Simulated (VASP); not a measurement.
# TaSi2 (P6_222) in VASP: notebook, part 2 of 2

VASP 6.6.1. Earlier steps stand in the parts before.

**3. Electric field gradients, RPBE**

Contents of INCAR:

```
SYSTEM = TaSi2
  PREC = Accurate
  ENCUT = 520
  EDIFF = 1E-8
  ISMEAR = -1
  SIGMA = 0.05
  LREAL = .FALSE.
  LASPH = .TRUE.
  NELM = 80
  ALGO = Normal
  ISIF = 2
  LWAVE = .FALSE.
  LCHARG = .FALSE.
  GGA = RP
  LEFG = .TRUE.
  ISYM = 0
  NBANDS = 38
```

Contents of KPOINTS:

```
regular mesh
0
G
  8 8 5
  0 0 0
```

Contents of POSCAR:

```
TaSi2
1.0
    4.7799993808      0.0000000000      0.0000000000
   -2.3899996904      4.1396008938      0.0000000000
    0.0000000000      0.0000000000      6.5640000000
Ta Si
3 6
Direct
    0.5000000000      0.0000000000      0.5000000000
    0.5000000000      0.5000000000      0.8333333333
    0.0000000000      0.5000000000      0.1666666667
    0.1666500000      0.3333000000      0.5000000000
    0.8333500000      0.1666500000      0.8333333333
    0.6667000000      0.8333500000      0.1666666667
    0.8333500000      0.6667000000      0.5000000000
    0.1666500000      0.8333500000      0.8333333333
    0.3333000000      0.1666500000      0.1666666667
```

Potentials or basis: VASP PAW PBE potentials, release 64 (Ta_pv, Si).

Command:

```console
cat potpaw_PBE.64/Ta_pv/POTCAR potpaw_PBE.64/Si/POTCAR > POTCAR
mpirun -np 1 vasp_std > vasp.out
```

OUTCAR:

```text
SYSTEM = TaSi2
   PREC = Accurate
   ENCUT = 520
   EDIFF = 1E-8
   ISMEAR = -1
   LREAL = .FALSE.
   LASPH = .TRUE.
   NELM = 80
   ISIF = 2
   GGA = RP
   ISYM = 0

 ion  position               nearest neighbor table
   1  0.500  0.000  0.500-   6 2.59   9 2.59   8 2.59   5 2.59   4 2.76   7 2.76   7 2.76   4 2.76
                             4 2.76   7 2.76   2 3.24   2 3.24   3 3.24   3 3.24
   2  0.500  0.500  0.833-   4 2.59   7 2.59   6 2.59   9 2.59   5 2.76   8 2.76   8 2.76   5 2.76
                             8 2.76   5 2.76   1 3.24   1 3.24   3 3.24   3 3.24
   3  0.000  0.500  0.167-   4 2.59   7 2.59   5 2.59   8 2.59   9 2.76   6 2.76   9 2.76   6 2.76
                             6 2.76   9 2.76   1 3.24   1 3.24   2 3.24   2 3.24
   4  0.167  0.333  0.500-   5 2.59   9 2.59   3 2.59   2 2.59   7 2.76   1 2.76   1 2.76   1 2.76
                             7 2.76   7 2.76
   5  0.833  0.167  0.833-   4 2.59   6 2.59   1 2.59   3 2.59   8 2.76   2 2.76   2 2.76   2 2.76
                             8 2.76   8 2.76
   6  0.667  0.833  0.167-   7 2.59   5 2.59   1 2.59   2 2.59   9 2.76   3 2.76   3 2.76   3 2.76
                             9 2.76   9 2.76
   7  0.833  0.667  0.500-   8 2.59   6 2.59   3 2.59   2 2.59   4 2.76   1 2.76   1 2.76   1 2.76
                             4 2.76   4 2.76
   8  0.167  0.833  0.833-   7 2.59   9 2.59   1 2.59   3 2.59   5 2.76   2 2.76   2 2.76   2 2.76
[... 1197 lines left out ...]
---------------------------------------------------------------------
   1     -28.654    37.586    -8.933     0.001    -0.000     0.000
   2      21.026   -12.093    -8.933   -28.682    -0.000     0.000
   3      21.026   -12.093    -8.933    28.683    -0.000     0.000
   4       5.768     6.607   -12.376     0.000   -27.914     0.000
   5       6.397     5.978   -12.376    -0.363   -13.957   -24.174
   6       6.397     5.978   -12.376     0.363    13.957   -24.174
   7       5.768     6.607   -12.376     0.000    27.914    -0.000
   8       6.397     5.978   -12.376    -0.363    13.957    24.174
   9       6.397     5.978   -12.376     0.363   -13.957    24.174
---------------------------------------------------------------------

 Electric field gradients after diagonalization (V/A^2)
 (convention: |V_zz| > |V_xx| > |V_yy|)
----------------------------------------------------------------------
 ion       V_xx      V_yy      V_zz     asymmetry (V_yy - V_xx)/ V_zz
----------------------------------------------------------------------
   1     -28.654    -8.933    37.586       0.525
   2     -28.653    -8.933    37.585       0.525
   3     -28.653    -8.933    37.587       0.525
   4      26.047     6.607   -32.655       0.595
   5      26.047     6.607   -32.655       0.595
   6      26.047     6.607   -32.655       0.595
   7      26.047     6.607   -32.655       0.595
   8      26.047     6.607   -32.655       0.595
   9      26.047     6.607   -32.655       0.595
----------------------------------------------------------------------

           NMR quadrupolar parameters

 Cq : quadrupolar parameter    Cq=e*Q*V_zz/h
 eta: asymmetry parameters     (V_yy - V_xx)/ V_zz
 Q  : nuclear electric quadrupole moment in mb (millibarn)
----------------------------------------------------------------------
 ion       Cq(MHz)       eta       Q (mb)
----------------------------------------------------------------------
   1       0.091       0.525       1.000
   2       0.091       0.525       1.000
   3       0.091       0.525       1.000
   4      -0.079       0.595       1.000
   5      -0.079       0.595       1.000
   6      -0.079       0.595       1.000
   7      -0.079       0.595       1.000
   8      -0.079       0.595       1.000
   9      -0.079       0.595       1.000
----------------------------------------------------------------------
```

OSZICAR:

```text
N       E                     dE             d eps       ncg     rms          rms(c)
DAV:   1     0.389162442312E+03    0.38916E+03   -0.28124E+04 12352   0.141E+03
DAV:   2    -0.517913264135E+02   -0.44095E+03   -0.42907E+03 14114   0.361E+02
DAV:   3    -0.705535001827E+02   -0.18762E+02   -0.18364E+02 15692   0.656E+01
DAV:   4    -0.708918222604E+02   -0.33832E+00   -0.33621E+00 15568   0.871E+00
DAV:   5    -0.708967563187E+02   -0.49341E-02   -0.49301E-02 15268   0.111E+00    0.324E+01
DAV:   6    -0.689614039606E+02    0.19354E+01   -0.73683E+00 15694   0.126E+01    0.151E+01
DAV:   7    -0.687458160603E+02    0.21559E+00   -0.51979E-01 15362   0.371E+00    0.443E+00
DAV:   8    -0.687246876756E+02    0.21128E-01   -0.45379E-02 15670   0.106E+00    0.564E-01
DAV:   9    -0.687241810514E+02    0.50662E-03   -0.29357E-03 15986   0.288E-01    0.309E-01
DAV:  10    -0.687241921223E+02   -0.11071E-04   -0.53793E-04 15172   0.139E-01    0.699E-02
DAV:  11    -0.687241790863E+02    0.13036E-04   -0.45928E-05 15522   0.401E-02    0.187E-02
DAV:  12    -0.687241755408E+02    0.35455E-05   -0.80458E-06 15968   0.212E-02    0.663E-03
DAV:  13    -0.687241741426E+02    0.13982E-05   -0.17147E-06 15604   0.943E-03    0.236E-03
DAV:  14    -0.687241735293E+02    0.61328E-06   -0.16349E-07 15418   0.204E-03    0.672E-04
DAV:  15    -0.687241734503E+02    0.79056E-07   -0.10226E-08 10332   0.640E-04    0.385E-04
DAV:  16    -0.687241733860E+02    0.64277E-07   -0.14148E-09  9054   0.222E-04    0.125E-04
DAV:  17    -0.687241733872E+02   -0.12005E-08   -0.32226E-10  9054   0.102E-04
   1 F= -.68724173E+02 E0= -.68709298E+02  d E =-.297510E-01
```

stdout:

```text
POSCAR found type information on POSCAR TaSi
 POSCAR found :  2 types and       9 ions
 scaLAPACK will be used
 -----------------------------------------------------------------------------
|                                                                             |
|                                                                             |
|     You enforced a specific xc type in the INCAR file but a different       |
|     I HOPE YOU KNOW WHAT YOU ARE DOING!                                     |
|                                                                             |
 -----------------------------------------------------------------------------

 LDA part: xc-table for (Slater+PW92), standard interpolation
 POSCAR, INCAR and KPOINTS ok, starting setup
 FFT: planning ... GRIDC
 FFT: planning ... GRID_SOFT
 FFT: planning ... GRID
 WAVECAR not read
 entering main loop
ion   1

     0.0000657    -0.0000442    -0.0000032     8.0145677     0.0000020    31.2090456
     0.0000905    -0.0000442    -0.0000032     8.0110104     0.0000020    31.2107403
     0.0001247    -0.0000442    -0.0000032     8.0055880     0.0000020    31.2137787
     0.0001717    -0.0000442    -0.0000032     7.9973588     0.0000020    31.2191015
[... 80 lines left out ...]
     0.0000353    -0.4307121   -22.1421914     9.6349434    12.7838034    -0.2486687
     0.0000487    -0.4307119   -22.1421677     9.6349333    12.7837897    -0.2486685
     0.0000670    -0.4307116   -22.1421281     9.6349164    12.7837668    -0.2486684
     0.0000923    -0.4307111   -22.1420625     9.6348884    12.7837290    -0.2486681
```

It took 26 min on 1 thread of Oxide Virtual Turin-like, shared host; peak memory 0.65 GiB.

Results:

```
Free energy                             : -68.7242 eV
Pressure                                : 6.0 GPa
Largest force                           : 0.835 eV/Å
Band gap on the k mesh                  : zero (an odd number of electrons rules out a gap without spin polarisation)
Largest electric field gradient by atom : Ta +37.6; Si -32.7 V/Å²
```

Forces in eV/Å, atoms in the order of the input:
```
Ta   0.000  0.000  0.000
Ta   0.000  0.000  0.000
Ta   0.000  0.000  0.000
Si   0.000 -0.835  0.000
Si   0.723 -0.418  0.000
Si   0.723  0.418  0.000
Si   0.000  0.835  0.000
Si  -0.723  0.418  0.000
Si  -0.723 -0.418  0.000
```

Electric field gradients, principal values (V/Å²):
| atom | least | middle | greatest (by size) |
| --- | --- | --- | --- |
| 1 Ta | -8.933 | -28.654 | 37.586 |
| 2 Ta | -8.933 | -28.653 | 37.585 |
| 3 Ta | -8.933 | -28.653 | 37.587 |
| 4 Si | 6.607 | 26.047 | -32.655 |
| 5 Si | 6.607 | 26.047 | -32.655 |
| 6 Si | 6.607 | 26.047 | -32.655 |
| 7 Si | 6.607 | 26.047 | -32.655 |
| 8 Si | 6.607 | 26.047 | -32.655 |
| 9 Si | 6.607 | 26.047 | -32.655 |

Caveat: the cell stands under pressure; without QUAD_EFG the Cq values of the log hold for a quadrupole moment of 1 mb, not for the nuclei; the PAW data sets were made with another functional, which shifts forces and pressure a little; spin-orbit coupling is left out, which moves the levels of the heavy elements; an odd number of electrons without spin polarisation forces a metal; a magnetic or distorted state may lie lower.
